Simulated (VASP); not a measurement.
# SiO2 (P4_2/mnm) in VASP: a series of runs

The runs below take SiO2 through single point, with PBE0, HSE06.

All numbers are computed with VASP 6.6.1; they aren't measurements. Logs are shortened: lines on timing, memory, paths and dates and some standing lists are left out, and cuts for length are marked.

**1. The cell of the first run**

Symmetry: P4_2/mnm, No. 136, tetragonal system. The conventional cell has a = 4.233 Å, b = 4.233 Å, c = 2.693 Å, α = 90.00°, β = 90.00°, γ = 90.00°. Si (site symmetry mmm) has 6 O at 1.78 to 1.84 Å within 2.4 Å. Within 2.4 Å of O (site symmetry m2m) lie 3 Si at 1.78 to 1.84 Å and 1 O at 2.31 Å.

**2. Single point, PBE0**

POSCAR

```
SiO2
1.0
    4.2331690000      0.0000000000      0.0000000000
    0.0000000000      4.2331690000      0.0000000000
    0.0000000000      0.0000000000      2.6934950000
Si O
2 4
Direct
    0.0000000000      0.0000000000      0.0000000000
    0.5000000000      0.5000000000      0.5000000000
    0.8068390000      0.1931610000      0.5000000000
    0.3068390000      0.3068390000      0.0000000000
    0.1931610000      0.8068390000      0.5000000000
    0.6931610000      0.6931610000      0.0000000000
```

INCAR.step1

```
SYSTEM = SiO2
ALGO = Normal
EDIFF = 1E-5
ENCUT = 520
GGA = PE
GGA_COMPAT = .False.
ISIF = 2
ISMEAR = -1
KPAR = 4
LASPH = .True.
LCHARG = .False.
LREAL = .False.
LWAVE = .True.
NBANDS = 25
NELM = 120
PREC = Accurate
SIGMA = 0.05
```

INCAR.step2

```
SYSTEM = SiO2
AEXX = 0.25
ALGO = Normal
EDIFF = 1E-6
ENCUT = 520
GGA = PE
GGA_COMPAT = .False.
ISIF = 2
ISMEAR = -1
ISTART = 1
KPAR = 4
LASPH = .True.
LCHARG = .False.
LHFCALC = .True.
LREAL = .False.
LWAVE = .False.
NBANDS = 25
NELM = 120
PREC = Accurate
PRECFOCK = Normal
SIGMA = 0.05
```

KPOINTS

```
k-points
0
Gamma
  4 4 6
  0 0 0
```

Potentials or basis: VASP PAW PBE potentials, release 64 (Si, O).

Run with:

```console
$ cat potpaw_PBE.64/Si/POTCAR potpaw_PBE.64/O/POTCAR > POTCAR
$ cp INCAR.step1 INCAR
$ mpirun -np 4 vasp_std > vasp.out
$ cp INCAR.step2 INCAR
$ mpirun -np 4 vasp_std > vasp.out
```

OUTCAR:

```text
SYSTEM = SiO2
   AEXX = 0.25
   EDIFF = 1E-6
   ENCUT = 520
   GGA = PE
   ISIF = 2
   ISMEAR = -1
   ISTART = 1
   LASPH = .True.
   LHFCALC = .True.
   LREAL = .False.
   NELM = 120
   PREC = Accurate
   PRECFOCK = Normal

 ion  position               nearest neighbor table
   1  0.000  0.000  0.000-   3 1.78   5 1.78   3 1.78   5 1.78   4 1.84   6 1.84
   2  0.500  0.500  0.500-   4 1.78   6 1.78   4 1.78   6 1.78   5 1.84   3 1.84
   3  0.807  0.193  0.500-   1 1.78   1 1.78   2 1.84
   4  0.307  0.307  0.000-   2 1.78   2 1.78   1 1.84
   5  0.193  0.807  0.500-   1 1.78   1 1.78   2 1.84
   6  0.693  0.693  0.000-   2 1.78   2 1.78   1 1.84

  LATTYP: Found a simple tetragonal cell.
 ALAT       =     4.2331690000
 C/A-ratio  =     0.6362833612

  Lattice vectors:

 A1 = (   4.2331690000,   0.0000000000,   0.0000000000)
 A2 = (   0.0000000000,   4.2331690000,   0.0000000000)
 A3 = (   0.0000000000,   0.0000000000,   2.6934950000)

Analysis of symmetry for initial positions (statically):
=====================================================================
 Subroutine PRICEL returns:
 Original cell was already a primitive cell.

 Routine SETGRP: Setting up the symmetry group for a
 simple tetragonal supercell.

 Subroutine GETGRP returns: Found 16 space group operations
 (whereof  8 operations were pure point group operations)
 out of a pool of 16 trial point group operations.

The static configuration has the point symmetry D_2h.
 The point group associated with its full space group is D_4h.

Analysis of symmetry for dynamics (positions and initial velocities):
=====================================================================
 Subroutine PRICEL returns:
 Original cell was already a primitive cell.

 Routine SETGRP: Setting up the symmetry group for a
 simple tetragonal supercell.

 Subroutine GETGRP returns: Found 16 space group operations
 (whereof  8 operations were pure point group operations)
 out of a pool of 16 trial point group operations.

The dynamic configuration has the point symmetry D_2h.
 The point group associated with its full space group is D_4h.

 Subroutine INISYM returns: Found 16 space group operations
 (whereof  8 operations are pure point group operations),
 and found     1 'primitive' translations

----------------------------------------------------------------------------------------

                                     Primitive cell

  volume of cell :      48.2667

  direct lattice vectors                    reciprocal lattice vectors
     4.233169000  0.000000000  0.000000000     0.236229643  0.000000000  0.000000000
     0.000000000  4.233169000  0.000000000     0.000000000  0.236229643  0.000000000
     0.000000000  0.000000000  2.693495000     0.000000000  0.000000000  0.371264844

  length of vectors
     4.233169000  4.233169000  2.693495000     0.236229643  0.236229643  0.371264844

  position of ions in fractional coordinates (direct lattice)
     0.000000000  0.000000000  0.000000000
     0.500000000  0.500000000  0.500000000
     0.806839000  0.193161000  0.500000000
     0.306839000  0.306839000  0.000000000
     0.193161000  0.806839000  0.500000000
     0.693161000  0.693161000  0.000000000

  ion indices of the primitive-cell ions
   primitive index   ion index
                 1           1
                 2           2
                 3           3
                 4           4
                 5           5
                 6           6

----------------------------------------------------------------------------------------

 KPOINTS: k-points

Automatic generation of k-mesh.
 Grid dimensions read from file:
 generate k-points for:    4    4    6

 Generating k-lattice:

  Cartesian coordinates                     Fractional coordinates (reciprocal lattice)
     0.059057411  0.000000000  0.000000000     0.250000000  0.000000000  0.000000000
     0.000000000  0.059057411  0.000000000     0.000000000  0.250000000  0.000000000
     0.000000000  0.000000000  0.061877474     0.000000000  0.000000000  0.166666667

  Length of vectors
     0.059057411  0.059057411  0.061877474

  Shift w.r.t. Gamma in fractional coordinates (k-lattice)
     0.000000000  0.000000000  0.000000000

 Subroutine IBZKPT returns following result:
 ===========================================

 Found     24 irreducible k-points:

 Following reciprocal coordinates:
            Coordinates               Weight
  0.000000  0.000000  0.000000      1.000000
  0.250000  0.000000  0.000000      4.000000
  0.500000  0.000000  0.000000      2.000000
  0.250000  0.250000  0.000000      4.000000
  0.500000  0.250000  0.000000      4.000000
  0.500000  0.500000  0.000000      1.000000
[... 16 lines left out ...]
  0.500000  0.250000  0.500000      4.000000
  0.500000  0.500000  0.500000      1.000000
   k-points           NKPTS =     24   k-points in BZ     NKDIM =     96   number of bands    NBANDS=     25
   number of dos      NEDOS =    301   number of ions     NIONS =      6
   total plane-waves  NPLWV =  20480
   dimension x,y,z NGX =    32 NGY =   32 NGZ =   20
   dimension x,y,z NGXF=    64 NGYF=   64 NGZF=   40
   ions per type =               2   4
   NGX,Y,Z   is equivalent  to a cutoff of  12.57, 12.57, 12.34 a.u.
   NGXF,Y,Z  is equivalent  to a cutoff of  25.13, 25.13, 24.69 a.u.
 SYSTEM =  SiO2
   PREC   = accura    normal or accurate (medium, high low for compatibility)
   ISTART =      1    job   : 0-new  1-cont  2-samecut
   ICHARG =      0    charge: 1-file 2-atom 10-const
   ISPIN  =      1    spin polarized calculation?
   LNONCOLLINEAR =      F non collinear calculations
   LSORBIT =      F    spin-orbit coupling
   LASPH  =      T    aspherical Exc in radial PAW
   ENCUT  =  520.0 eV  38.22 Ry    6.18 a.u.   7.87  7.87  5.01*2*pi/ulx,y,z
   NELM   =    120;   NELMIN=  2; NELMDL=  0     # of ELM steps
   EDIFF  = 0.1E-05   stopping-criterion for ELM
   LREAL  =      F    real-space projection
   EDIFFG = 0.1E-04   stopping-criterion for IOM
   NSW    =      0    number of steps for IOM
   IBRION =     -1    ionic relax: 0-MD 1-quasi-New 2-CG
   NFREE  =      0    steps in history (QN), initial steepest desc. (CG)
   ISIF   =      2    stress and relaxation
   ISYM   =      3    0-nonsym 1-usesym 2-fastsym
   POTIM  = 0.5000    time-step for ionic-motion
   TEBEG  =    0.0;   TEEND  =   0.0 temperature during run
   PSTRESS=    0.0 pullay stress
   NELECT =      32.0000    total number of electrons
   NUPDOWN=      -1.0000    fix difference up-down
   EMIN   =  10.00;   EMAX   =-10.00  energy-range for DOS
   EFERMI =   0.00;   METHOD = LEGACY
   ISMEAR =    -1;   SIGMA  =   0.05  broadening in eV -4-tet -1-fermi 0-gaus
   EFERMI_NEDOS =   21; number of points for ismear=-14 and -15
   IALGO  =     38    algorithm
   IMIX   =      1    mixing-type and parameters
     AMIX     =   0.40;   BMIX     =  1.00
     AMIX_MAG =   1.60;   BMIX_MAG =  1.00
  volume/ion in A,a.u.               =       8.04        54.29
  Fermi-wavevector in a.u.,A,eV,Ry     =   1.427499  2.697581 27.725303  2.037752
  Thomas-Fermi vector in A             =   2.547662
   LORBIT       =      0    0 simple, 1 ext, 2 COOP (PROOUT), +10 PAW based schemes
   GGA     = PE    functional components
   LHFCALC =     T    Hartree Fock is set to
   PRECFOCK=normal    Normal, Fast or Accurate (Low or Medium for compatibility)
   ENCUT4O =  -1.0   cutoff for four orbital integrals eV
   NKREDX  =     1    reduce k-point grid by
   NKREDY  =     1    reduce k-point grid by
   NKREDZ  =     1    reduce k-point grid by
   AEXX    =    0.2500 exact exchange contribution
   HFSCREEN=    0.0000 screening length (either q_TF or 0.3 A-1)
   HFSCREENC=   0.0000 screening length for correlation (either q_TF or 0.3 A-1)
   ENCUTFOCK=  -1.0 apply spherical cutoff to Coloumb kernel
   IVDW    =     0    specifies the selected vdW correction
   LEPSILON=     F    determine dielectric tensor
   LRPA    =     F    only Hartree local field effects (RPA)
 non-spin polarized calculation
  energy-cutoff  :      520.00
  volume of cell :       48.27
 maximum number of plane-waves:      1336
 NGX is ok and might be reduce to    32
  NGX = 28; NGY = 28; NGZ = 16

 number of electron      31.9999991 magnetization

 Free energy of the ion-electron system (eV)
  ---------------------------------------------------
  ext. energy  EPLUGINS =         0.00000000
  ---------------------------------------------------
  free energy    TOTEN  =       -60.46480544 eV

  energy without entropy =      -60.46480544  energy(sigma->0) =      -60.46480544

 E-fermi :   7.0254     XC(G=0):  -9.4848

 val. band max:        5.9450952509   @ k =   0.0000   0.0000   0.0000
 cond. band min:      13.8092777556   @ k =   0.0000   0.0000   0.0000
 fundamental gap:      7.8641825048
 Fermi energy:         7.0254035367

 k-point     1 :       0.0000    0.0000    0.0000
  band No.  band energies     occupation
      1     -17.9043      2.00000
      2     -14.2685      2.00000
      3     -14.2685      2.00000
      4     -14.0562      2.00000
      5      -5.1912      2.00000
      6      -0.5326      2.00000
[... 17 lines left out ...]
     24      23.0445      0.00000
     25      24.7581      0.00000

 k-point     2 :       0.2500    0.0000    0.0000
  band No.  band energies     occupation
      1     -17.5760      2.00000
      2     -15.3635      2.00000
      3     -14.1122      2.00000
      4     -13.6181      2.00000
      5      -4.7258      2.00000
      6      -1.8753      2.00000
[... 17 lines left out ...]
     24      22.2764      0.00000
     25      24.2124      0.00000

 k-point     3 :       0.5000    0.0000    0.0000
  band No.  band energies     occupation
      1     -16.6539      2.00000
      2     -16.6539      2.00000
      3     -13.7664      2.00000
      4     -13.7664      2.00000
      5      -3.5357      2.00000
      6      -3.5357      2.00000
[... 552 lines left out ...]
 k-point    23 :       0.5000    0.2500    0.5000
  band No.  band energies     occupation
      1     -14.9136      2.00000
      2     -14.9136      2.00000
      3     -13.6971      2.00000
      4     -13.6971      2.00000
      5      -4.5422      2.00000
      6      -4.5422      2.00000
[... 17 lines left out ...]
     24      22.4381      0.00000
     25      24.4220      0.00000

 k-point    24 :       0.5000    0.5000    0.5000
  band No.  band energies     occupation
      1     -14.8783      2.00000
      2     -14.8783      2.00000
      3     -13.6721      2.00000
      4     -13.6721      2.00000
      5      -5.0544      2.00000
      6      -5.0544      2.00000
[... 17 lines left out ...]
     24      22.8492      0.00000
     25      24.7164      0.00000

------------------------ aborting loop because EDIFF is reached ----------------------------------------

  FORCE on cell =-STRESS in cart. coord.  units (eV):
  Direction    XX          YY          ZZ          XY          YZ          ZX
  --------------------------------------------------------------------------------------
  -------------------------------------------------------------------------------------
  Total       -3.2446730     -3.2446730     -3.9244729      0.0000000      0.0000000      0.0000000
  in kB     -107.7045708   -107.7045708   -130.2700355      0.0000000      0.0000000      0.0000000
  external PRESSURE =    -115.2263924 kB  Pullay stress =       0.0000000 kB

 VOLUME and BASIS-vectors are now :
 -----------------------------------------------------------------------------
  energy-cutoff  :      520.00
  volume of cell :       48.27
      direct lattice vectors                 reciprocal lattice vectors
     4.233169000  0.000000000  0.000000000     0.236229643  0.000000000  0.000000000
     0.000000000  4.233169000  0.000000000     0.000000000  0.236229643  0.000000000
     0.000000000  0.000000000  2.693495000     0.000000000  0.000000000  0.371264844

 POSITION                                       TOTAL-FORCE (eV/Angst)
 -----------------------------------------------------------------------------------
      0.00000      0.00000      0.00000        -0.000000      0.000000      0.000000
      2.11658      2.11658      1.34675        -0.000000      0.000000      0.000000
      3.41549      0.81768      1.34675         0.105140     -0.105140      0.000000
      1.29890      1.29890      0.00000         0.105140      0.105140     -0.000000
      0.81768      3.41549      1.34675        -0.105140      0.105140     -0.000000
      2.93427      2.93427      0.00000        -0.105140     -0.105140      0.000000
 -----------------------------------------------------------------------------------
    total drift:                               -0.000002     -0.000001     -0.000000

  FREE ENERGIE OF THE ION-ELECTRON SYSTEM (eV)
  ---------------------------------------------------
  free  energy   TOTEN  =       -60.4648054381 eV

  energy  without entropy=      -60.4648054381  energy(sigma->0) =      -60.46480544
```

Run time: 21 min. Hardware: 4 MPI ranks of Intel Xeon Platinum 8259CL at 2.50GHz (Skylake/Cascade Lake), shared host; peak memory 0.19 GiB.

Results:

```yaml
Free_energy: -60.4648 eV
Pressure: -11.5 GPa
Largest_force: 0.149 eV/Å
Band_gap_on_the_k_mesh: 7.86 eV
```

Forces in eV/Å, atoms in the order of the input:
```
Si   0.000  0.000  0.000
Si   0.000  0.000  0.000
O    0.105 -0.105  0.000
O    0.105  0.105  0.000
O   -0.105  0.105  0.000
O   -0.105 -0.105  0.000
```

Levels at points of the mesh, in eV from the valence-band top:
| k point | band 14 | band 15 | band 16 | band 17 | band 18 | band 19 |
| --- | --- | --- | --- | --- | --- | --- |
| (0.00, 0.00, 0.00) | -0.78 | -0.78 | 0.00 | 7.86 | 9.40 | 11.14 |
| (0.50, 0.00, 0.00) | -2.51 | -1.05 | -1.05 | 10.25 | 10.25 | 11.76 |
| (0.50, 0.50, 0.00) | -2.58 | -2.31 | -2.31 | 9.96 | 9.96 | 12.74 |
| (0.00, 0.00, 0.50) | -3.06 | -2.72 | -2.72 | 11.72 | 11.72 | 15.43 |
| (0.50, 0.00, 0.50) | -2.19 | -1.76 | -1.76 | 11.45 | 11.45 | 12.43 |
| (0.50, 0.50, 0.50) | -1.77 | -1.58 | -1.58 | 9.72 | 9.72 | 13.66 |

Caveat: the cell stands under tension; the PAW data sets were made with another functional, which shifts forces and pressure a little.

[end of part 1 of 2]
